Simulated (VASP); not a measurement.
Set up this calculation in VASP 6.6.1, as the native input.

- Task: single point
- Functional: PBE
- Potentials or basis: VASP PAW PBE potentials, release 64 (Ca_sv, S)
- Cutoff: 500 eV
- k mesh: 6 × 6 × 6
- Occupations: gaussian, width 0.1 eV
- Spin: no spin polarisation
- Dipole correction: no
- Further INCAR settings: ALGO = Normal; EDIFF = 1e-06; NBANDS = 15

The structure of CaS lies in POSCAR:

```
CaS
1.0
    0.0000000000      2.8429999400      2.8429999400
    2.8429999400      0.0000000000      2.8429999400
    2.8429999400      2.8429999400      0.0000000000
Ca S
1 1
Direct
    0.0000000000      0.0000000000      0.0000000000
    0.5000000000      0.5000000000      0.5000000000
```

One way to write it, as run:

INCAR

```
SYSTEM = CaS
  PREC = Accurate
  ENCUT = 500
  EDIFF = 1E-6
  ISMEAR = 0
  SIGMA = 0.1
  LREAL = .FALSE.
  LASPH = .TRUE.
  NELM = 120
  ALGO = Normal
  ISIF = 2
  LWAVE = .FALSE.
  LCHARG = .TRUE.
  GGA = PE
  LELF = .TRUE.
  LVHAR = .TRUE.
  NBANDS = 15
  GGA_COMPAT = .FALSE.
```

KPOINTS

```
regular mesh
0
G
  6 6 6
  0 0 0
```

Potentials or basis: VASP PAW PBE potentials, release 64 (Ca_sv, S).

The run is started by

```console
$ cat potpaw_PBE.64/Ca_sv/POTCAR potpaw_PBE.64/S/POTCAR > POTCAR
$ mpirun -np 1 vasp_std > vasp.out
```

It gave:

```json
{"Pressure": "1.0 GPa", "Band gap on the k mesh": "2.35 eV, indirect (least direct gap 3.16 eV)"}
```

Wall time 12 s on 1 thread of AMD EPYC 7R43 64-Core Processor (Zen 3) (shared host), peak memory 0.13 GiB.
